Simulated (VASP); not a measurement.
# SnGe2 (P4/mmm) in VASP: further runs

SnGe2 is run at these levels: PBE; tasks: single point.

Program: VASP 6.6.1. These are calculated values, not measurements. Logs are shortened: lines on timing, memory, paths and dates and some standing lists are left out, and cuts for length are marked.

**1. The cell of the first run**

The structure is tetragonal, space group P4/mmm (No. 123). Conventional cell: a = 3.750 Å, b = 3.750 Å, c = 5.364 Å, α = 90.00°, β = 90.00°, γ = 90.00°. Within 3.9 Å of Sn (site symmetry 4/mmm) lie 8 Ge at 3.00 Å and 4 Sn at 3.75 Å. Within 3.4 Å of Ge (site symmetry 4mm) lie 2 Ge at 2.56 to 2.80 Å and 4 Sn at 3.00 Å.

The cell was generated, and may not be a known phase.

**2. Single point, PBE**

INCAR reads:

```
ALGO = Normal
EDIFF = 1E-6
ENCUT = 500
GGA = PE
GGA_COMPAT = F
ISIF = 2
ISMEAR = 0
LASPH = T
LCHARG = T
LELF = T
LREAL = F
LVHAR = T
LWAVE = F
NBANDS = 28
NELM = 120
PREC = Accurate
SIGMA = 0.2
```

KPOINTS reads:

```
k-points
0
Gamma
  5 5 4
```

POSCAR reads:

```
SnGe2
1.0
    3.7503154067      0.0000000000      0.0000000000
    0.0000000000      3.7503154067      0.0000000000
    0.0000000000      0.0000000000      5.3637151921
Sn Ge
1 2
Direct
    0.5000000000      0.5000000000     -0.1117444748
    0.0000000000      0.0000000000      0.1495721251
    0.0000000000      0.0000000000      0.6269057197
```

Potentials or basis: VASP PAW PBE potentials, release 64 (Sn_d, Ge_d).

Command:

```console
$ cat potpaw_PBE.64/Sn_d/POTCAR potpaw_PBE.64/Ge_d/POTCAR > POTCAR
$ mpirun -np 1 vasp_std > vasp.out
```

OUTCAR:

```text
EDIFF = 1E-6
   ENCUT = 500
   GGA = PE
   ISIF = 2
   ISMEAR = 0
   LASPH = T
   LREAL = F
   NELM = 120
   PREC = Accurate

 ion  position               nearest neighbor table
   1  0.500  0.500  0.888-   2 3.00   2 3.00   2 3.00   2 3.00   3 3.00   3 3.00   3 3.00   3 3.00

   2  0.000  0.000  0.150-   3 2.56   3 2.80   1 3.00   1 3.00   1 3.00   1 3.00
   3  0.000  0.000  0.627-   2 2.56   2 2.80   1 3.00   1 3.00   1 3.00   1 3.00

  LATTYP: Found a simple tetragonal cell.
 ALAT       =     3.7503154067
 C/A-ratio  =     1.4302037590

  Lattice vectors:

 A1 = (   3.7503154067,   0.0000000000,   0.0000000000)
 A2 = (   0.0000000000,   3.7503154067,   0.0000000000)
 A3 = (   0.0000000000,   0.0000000000,   5.3637151921)

Analysis of symmetry for initial positions (statically):
=====================================================================
 Subroutine PRICEL returns:
 Original cell was already a primitive cell.

 Routine SETGRP: Setting up the symmetry group for a
 simple tetragonal supercell.

 Subroutine GETGRP returns: Found  8 space group operations
 (whereof  8 operations were pure point group operations)
 out of a pool of 16 trial point group operations.

The static configuration has the point symmetry C_4v.

Analysis of symmetry for dynamics (positions and initial velocities):
=====================================================================
 Subroutine PRICEL returns:
 Original cell was already a primitive cell.

 Routine SETGRP: Setting up the symmetry group for a
 simple tetragonal supercell.

 Subroutine GETGRP returns: Found  8 space group operations
 (whereof  8 operations were pure point group operations)
 out of a pool of 16 trial point group operations.

The dynamic configuration has the point symmetry C_4v.

 Subroutine INISYM returns: Found  8 space group operations
 (whereof  8 operations are pure point group operations),
 and found     1 'primitive' translations

----------------------------------------------------------------------------------------

                                     Primitive cell

  volume of cell :      75.4399

  direct lattice vectors                    reciprocal lattice vectors
     3.750315407  0.000000000  0.000000000     0.266644240  0.000000000  0.000000000
     0.000000000  3.750315407  0.000000000     0.000000000  0.266644240  0.000000000
     0.000000000  0.000000000  5.363715192     0.000000000  0.000000000  0.186437938

  length of vectors
     3.750315407  3.750315407  5.363715192     0.266644240  0.266644240  0.186437938

  position of ions in fractional coordinates (direct lattice)
     0.500000000  0.500000000  0.888255525
     0.000000000  0.000000000  0.149572125
     0.000000000  0.000000000  0.626905720

  ion indices of the primitive-cell ions
   primitive index   ion index
                 1           1
                 2           2
                 3           3

----------------------------------------------------------------------------------------

 KPOINTS: k-points

Automatic generation of k-mesh.
 Grid dimensions read from file:
 generate k-points for:    5    5    4

 Generating k-lattice:

  Cartesian coordinates                     Fractional coordinates (reciprocal lattice)
     0.053328848  0.000000000  0.000000000     0.200000000  0.000000000  0.000000000
     0.000000000  0.053328848  0.000000000     0.000000000  0.200000000  0.000000000
     0.000000000  0.000000000  0.046609484     0.000000000  0.000000000  0.250000000

  Length of vectors
     0.053328848  0.053328848  0.046609484

  Shift w.r.t. Gamma in fractional coordinates (k-lattice)
     0.000000000  0.000000000  0.000000000

 Subroutine IBZKPT returns following result:
 ===========================================

 Found     18 irreducible k-points:

 Following reciprocal coordinates:
            Coordinates               Weight
  0.000000  0.000000  0.000000      1.000000
  0.200000  0.000000  0.000000      4.000000
  0.400000  0.000000  0.000000      4.000000
  0.200000  0.200000  0.000000      4.000000
  0.400000  0.200000  0.000000      8.000000
  0.400000  0.400000  0.000000      4.000000
[... 10 lines left out ...]
  0.400000  0.200000  0.500000      8.000000
  0.400000  0.400000  0.500000      4.000000
   k-points           NKPTS =     18   k-points in BZ     NKDIM =     18   number of bands    NBANDS=     28
   number of dos      NEDOS =    301   number of ions     NIONS =      3
   total plane-waves  NPLWV =  31360
   dimension x,y,z NGX =    28 NGY =   28 NGZ =   40
   dimension x,y,z NGXF=    56 NGYF=   56 NGZF=   80
   ions per type =               1   2
   NGX,Y,Z   is equivalent  to a cutoff of  12.41, 12.41, 12.40 a.u.
   NGXF,Y,Z  is equivalent  to a cutoff of  24.82, 24.82, 24.80 a.u.
 SYSTEM =  unknown system
   PREC   = accura    normal or accurate (medium, high low for compatibility)
   ISTART =      0    job   : 0-new  1-cont  2-samecut
   ICHARG =      2    charge: 1-file 2-atom 10-const
   ISPIN  =      1    spin polarized calculation?
   LNONCOLLINEAR =      F non collinear calculations
   LSORBIT =      F    spin-orbit coupling
   LASPH  =      T    aspherical Exc in radial PAW
   ENCUT  =  500.0 eV  36.75 Ry    6.06 a.u.   6.84  6.84  9.78*2*pi/ulx,y,z
   NELM   =    120;   NELMIN=  2; NELMDL= -5     # of ELM steps
   EDIFF  = 0.1E-05   stopping-criterion for ELM
   LREAL  =      F    real-space projection
   EDIFFG = 0.1E-04   stopping-criterion for IOM
   NSW    =      0    number of steps for IOM
   IBRION =     -1    ionic relax: 0-MD 1-quasi-New 2-CG
   NFREE  =      0    steps in history (QN), initial steepest desc. (CG)
   ISIF   =      2    stress and relaxation
   ISYM   =      2    0-nonsym 1-usesym 2-fastsym
   POTIM  = 0.5000    time-step for ionic-motion
   TEBEG  =    0.0;   TEEND  =   0.0 temperature during run
   PSTRESS=    0.0 pullay stress
   NELECT =      42.0000    total number of electrons
   NUPDOWN=      -1.0000    fix difference up-down
   EMIN   =  10.00;   EMAX   =-10.00  energy-range for DOS
   EFERMI =   0.00;   METHOD = LEGACY
   ISMEAR =     0;   SIGMA  =   0.20  broadening in eV -4-tet -1-fermi 0-gaus
   EFERMI_NEDOS =   21; number of points for ismear=-14 and -15
   IALGO  =     38    algorithm
   IMIX   =      4    mixing-type and parameters
     AMIX     =   0.40;   BMIX     =  1.00
     AMIX_MAG =   1.60;   BMIX_MAG =  1.00
  volume/ion in A,a.u.               =      25.15       169.70
  Fermi-wavevector in a.u.,A,eV,Ry     =   1.346762  2.545011 24.677807  1.813768
  Thomas-Fermi vector in A             =   2.474568
   LORBIT       =      0    0 simple, 1 ext, 2 COOP (PROOUT), +10 PAW based schemes
   GGA     = PE    functional components
   LHFCALC =     F    Hartree Fock is set to
   AEXX    =    0.0000 exact exchange contribution
   IVDW    =     0    specifies the selected vdW correction
   LEPSILON=     F    determine dielectric tensor
   LRPA    =     F    only Hartree local field effects (RPA)
 non-spin polarized calculation
 Gauss-broadening in eV      SIGMA  =   0.20
  energy-cutoff  :      500.00
  volume of cell :       75.44
 maximum number of plane-waves:      1932
 NGX is ok and might be reduce to    28
   NGX = 13   NGY = 13   NGZ = 19

 number of electron      41.9999958 magnetization

 Free energy of the ion-electron system (eV)
  ---------------------------------------------------
  ext. energy  EPLUGINS =         0.00000000
  ---------------------------------------------------
  free energy    TOTEN  =       -11.87492338 eV

  energy without entropy =      -11.84123842  energy(sigma->0) =      -11.85808090

 E-fermi :   5.6348     XC(G=0):  -9.9817

 val. band max:        5.5394619897   @ k =   0.2000   0.0000   0.5000
 cond. band min:       5.6448887521   @ k =   0.4000   0.2000   0.2500
 fundamental gap:      0.1054267623
 Fermi energy:         5.6348140525

 k-point     1 :       0.0000    0.0000    0.0000
  band No.  band energies     occupation
      1     -19.1438      2.00000
      2     -19.0540      2.00000
      3     -19.0540      2.00000
      4     -19.0331      2.00000
      5     -19.0295      2.00000
      6     -19.0202      2.00000
[... 20 lines left out ...]
     27      11.4840      0.00000
     28      11.9073      0.00000

 k-point     2 :       0.2000    0.0000    0.0000
  band No.  band energies     occupation
      1     -19.1430      2.00000
      2     -19.0561      2.00000
      3     -19.0548      2.00000
      4     -19.0299      2.00000
      5     -19.0297      2.00000
      6     -19.0181      2.00000
[... 20 lines left out ...]
     27      11.7348      0.00000
     28      12.8836      0.00000

 k-point     3 :       0.4000    0.0000    0.0000
  band No.  band energies     occupation
      1     -19.1417      2.00000
      2     -19.0596      2.00000
      3     -19.0560      2.00000
      4     -19.0300      2.00000
      5     -19.0247      2.00000
      6     -19.0210      2.00000
[... 20 lines left out ...]
     27      12.5209      0.00000
     28      14.3892      0.00000

 k-point     4 :       0.2000    0.2000    0.0000
  band No.  band energies     occupation
      1     -19.1422      2.00000
      2     -19.0573      2.00000
      3     -19.0556      2.00000
      4     -19.0304      2.00000
      5     -19.0268      2.00000
      6     -19.0194      2.00000
[... 20 lines left out ...]
     27      12.0202      0.00000
     28      12.7774      0.00000

 k-point     5 :       0.4000    0.2000    0.0000
  band No.  band energies     occupation
      1     -19.1409      2.00000
      2     -19.0592      2.00000
      3     -19.0567      2.00000
      4     -19.0316      2.00000
      5     -19.0218      2.00000
      6     -19.0214      2.00000
[... 20 lines left out ...]
     27      12.4563      0.00000
     28      14.3544      0.00000

 k-point     6 :       0.4000    0.4000    0.0000
  band No.  band energies     occupation
      1     -19.1398      2.00000
      2     -19.0585      2.00000
      3     -19.0579      2.00000
      4     -19.0341      2.00000
      5     -19.0221      2.00000
      6     -19.0171      2.00000
[... 277 lines left out ...]
      5     -19.0229      2.00000
      6     -19.0209      2.00000
[... 20 lines left out ...]
     27      10.7385      0.00000
     28      12.4636      0.00000

 k-point    16 :       0.2000    0.2000    0.5000
  band No.  band energies     occupation
      1     -19.0627      2.00000
      2     -19.0264      2.00000
      3     -19.0261      2.00000
      4     -19.0255      2.00000
      5     -19.0234      2.00000
      6     -19.0227      2.00000
[... 20 lines left out ...]
     27      12.8939      0.00000
     28      14.0072      0.00000

 k-point    17 :       0.4000    0.2000    0.5000
  band No.  band energies     occupation
      1     -19.0615      2.00000
      2     -19.0289      2.00000
      3     -19.0272      2.00000
      4     -19.0256      2.00000
      5     -19.0244      2.00000
      6     -19.0184      2.00000
[... 20 lines left out ...]
     27      12.1813      0.00000
     28      13.1295      0.00000

 k-point    18 :       0.4000    0.4000    0.5000
  band No.  band energies     occupation
      1     -19.0597      2.00000
      2     -19.0297      2.00000
      3     -19.0278      2.00000
      4     -19.0274      2.00000
      5     -19.0267      2.00000
      6     -19.0141      2.00000
[... 20 lines left out ...]
     27      12.5632      0.00000
     28      13.9503      0.00000

------------------------ aborting loop because EDIFF is reached ----------------------------------------

  FORCE on cell =-STRESS in cart. coord.  units (eV):
  Direction    XX          YY          ZZ          XY          YZ          ZX
  --------------------------------------------------------------------------------------
  -------------------------------------------------------------------------------------
  Total        0.0612896      0.0612896      0.3235763      0.0000000      0.0000000      0.0000000
  in kB        1.3016556      1.3016556      6.8720456      0.0000000      0.0000000      0.0000000
  external PRESSURE =       3.1584523 kB  Pullay stress =       0.0000000 kB

 VOLUME and BASIS-vectors are now :
 -----------------------------------------------------------------------------
  energy-cutoff  :      500.00
  volume of cell :       75.44
      direct lattice vectors                 reciprocal lattice vectors
     3.750315407  0.000000000  0.000000000     0.266644240  0.000000000  0.000000000
     0.000000000  3.750315407  0.000000000     0.000000000  0.266644240  0.000000000
     0.000000000  0.000000000  5.363715192     0.000000000  0.000000000  0.186437938

 POSITION                                       TOTAL-FORCE (eV/Angst)
 -----------------------------------------------------------------------------------
      1.87516      1.87516      4.76435        -0.000000      0.000000     -0.000651
      0.00000      0.00000      0.80226         0.000000      0.000000     -0.034811
      0.00000      0.00000      3.36254        -0.000000      0.000000      0.035462
 -----------------------------------------------------------------------------------
    total drift:                               -0.000000     -0.000000      0.000702

  FREE ENERGIE OF THE ION-ELECTRON SYSTEM (eV)
  ---------------------------------------------------
  free  energy   TOTEN  =       -11.8749233781 eV

  energy  without entropy=      -11.8412384172  energy(sigma->0) =      -11.85808090
```

It took 28 s on 1 thread of Intel Xeon 8259CL, shared host; peak memory 0.19 GiB.

Results:

| Property | Result |
| --- | --- |
| Free energy | -11.8749 eV |
| Pressure | 0.3 GPa |
| Largest force | 0.035 eV/Å |
| Band gap on the k mesh | zero (bands 21 and 22 overlap by 2.83 eV) |

Forces in eV/Å, atoms in the order of the input:
```
Sn   0.000  0.000 -0.001
Ge   0.000  0.000 -0.035
Ge   0.000  0.000  0.035
```

Levels at points of the mesh, in eV from the Fermi level:
| k point | band 18 | band 19 | band 20 | band 21 | band 22 | band 23 | band 24 | band 25 |
| --- | --- | --- | --- | --- | --- | --- | --- | --- |
| (0.00, 0.00, 0.00) | -5.92 | -1.16 | -1.16 | -1.08 | 3.40 | 3.40 | 3.54 | 3.95 |
| (0.00, 0.00, 0.50) | -2.37 | -0.58 | -0.58 | -0.32 | 1.44 | 1.44 | 1.88 | 3.16 |

Caveat: spin-orbit coupling is left out, which moves the levels of the heavy elements.

**3. Single point, PBE**

This run uses another cell than the first one, of 23.43 Å³/atom.

INCAR reads:

```
SYSTEM = SnGe2
PREC     = Accurate       ! precision mode
ENCUT    = 500            ! plane-wave cutoff, eV
EDIFF    = 1E-6           ! SCF threshold, eV
ISMEAR   = 0              ! smearing method
SIGMA    = 0.2            ! smearing width, eV
LREAL    = .FALSE.        ! projectors in reciprocal space
LASPH    = .TRUE.         ! aspherical terms in the spheres
NELM     = 120            ! most SCF steps
ALGO     = Normal         ! electronic algorithm
ISIF     = 2              ! what is computed and relaxed
LWAVE    = .FALSE.        ! write WAVECAR
LCHARG   = .TRUE.         ! write CHGCAR
GGA      = PE             ! functional
LELF     = .TRUE.         ! ELF
LVHAR    = .TRUE.       
NBANDS   = 28             ! bands
GGA_COMPAT= .FALSE.
```

KPOINTS reads:

```
regular mesh
0
G
  6 6 3
  0 0 0
```

POSCAR reads:

```
SnGe2
1.0
    2.9131590291      0.0000000000      0.0000000000
    0.0000000000      2.9131590291      0.0000000000
    0.0000000000      0.0000000000      8.2808910608
Sn Ge
1 2
Direct
    0.5000000000      0.5000000000      0.0000000000
    0.5000000000      0.5000000000      0.3438879119
    0.5000000000      0.5000000000      0.6561120881
```

Potentials or basis: VASP PAW PBE potentials, release 64 (Sn_d, Ge_d).

Command:

```console
$ cat potpaw_PBE.64/Sn_d/POTCAR potpaw_PBE.64/Ge_d/POTCAR > POTCAR
$ mpirun -np 1 vasp_std > vasp.out
```

Wall time 28 s (1 thread of Intel Xeon 8259CL, shared host); peak memory 0.19 GiB.

The run converged. Its results:

* Free energy: -12.1127 eV
* Pressure: -0.3 GPa
* Largest force: 0.049 eV/Å
* Band gap on the k mesh: zero (bands 21 and 22 overlap by 7.11 eV)

Forces in eV/Å, atoms in the order of the input:
```
Sn   0.000  0.000  0.000
Ge   0.000  0.000  0.049
Ge   0.000  0.000 -0.049
```

Stress tensor (GPa, compression positive):
```
-0.17  0.00  0.00
 0.00 -0.17  0.00
 0.00  0.00 -0.53
```

Levels at points of the mesh, in eV from the Fermi level:
| k point | band 19 | band 20 | band 21 | band 22 | band 23 | band 24 |
| --- | --- | --- | --- | --- | --- | --- |
| (0.00, 0.00, 0.00) | -2.23 | -2.16 | 5.09 | 5.09 | 6.96 | 6.96 |
| (0.50, 0.00, 0.00) | -5.10 | -3.41 | -2.74 | 0.34 | 0.70 | 5.34 |
| (0.50, 0.50, 0.00) | -2.51 | -2.51 | -0.79 | -0.79 | -0.39 | -0.39 |

Caveat: spin-orbit coupling is left out, which moves the levels of the heavy elements.

The gap in the log of VASP goes by the Fermi energy; the results here count the filled bands.